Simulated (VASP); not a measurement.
Write the native input for VASP 6.6.1 that does the following.

```yaml
Task: single point
Functional: revPBE
Dispersion: D3(BJ)
Potentials_or_basis: VASP PAW PBE potentials, release 64 (Pd)
Cutoff: 520 eV
k_mesh: 12 × 12 × 12
Occupations: fermi-dirac, width 0.05 eV
Spin: no spin polarisation
Dipole_correction: no
Further_INCAR_settings: ALGO = Fast; EDIFF = 1e-06; NBANDS = 11
```

The structure of Pd lies in POSCAR:

```
Pd
1.0
    0.0000000000      1.9334358480      1.9334358480
    1.9334358480      0.0000000000      1.9334358480
    1.9334358480      1.9334358480      0.0000000000
Pd
1
Direct
    0.0000000000      0.0000000000      0.0000000000
```

One way to write it, as run:

INCAR

```
PREC = Accurate ; ENCUT = 520
EDIFF = 1E-6 ; ISMEAR = -1
SIGMA = 0.05 ; LREAL = F
LASPH = T ; NELM = 80
ALGO = Fast ; ISIF = 2
LWAVE = F ; LCHARG = F
GGA = RE ; IVDW = 12
NBANDS = 11
```

KPOINTS

```
Automatic mesh
0
Gamma
  12 12 12
```

Potentials or basis: VASP PAW PBE potentials, release 64 (Pd).

Launch:

```sh
$ cat potpaw_PBE.64/Pd/POTCAR > POTCAR
$ mpirun -np 1 vasp_std > vasp.out
```

It gave:

```json
{
  "Pressure": "-0.7 GPa",
  "Band gap on the k mesh": "zero (band 5 reaches 10.49 eV, above the bottom of band 6 at 8.85 eV)",
  "Dispersion energy per atom": "-1.303 eV"
}
```

Caveat: the PAW data sets were made with another functional, which shifts forces and pressure a little; pairwise dispersion overbinds metals, which lowers pressure and volume.

Wall time 9.6 s on 1 thread of AMD EPYC 7R43 64-Core Processor (Zen 3), with other jobs on the host, peak memory 0.1 GiB.
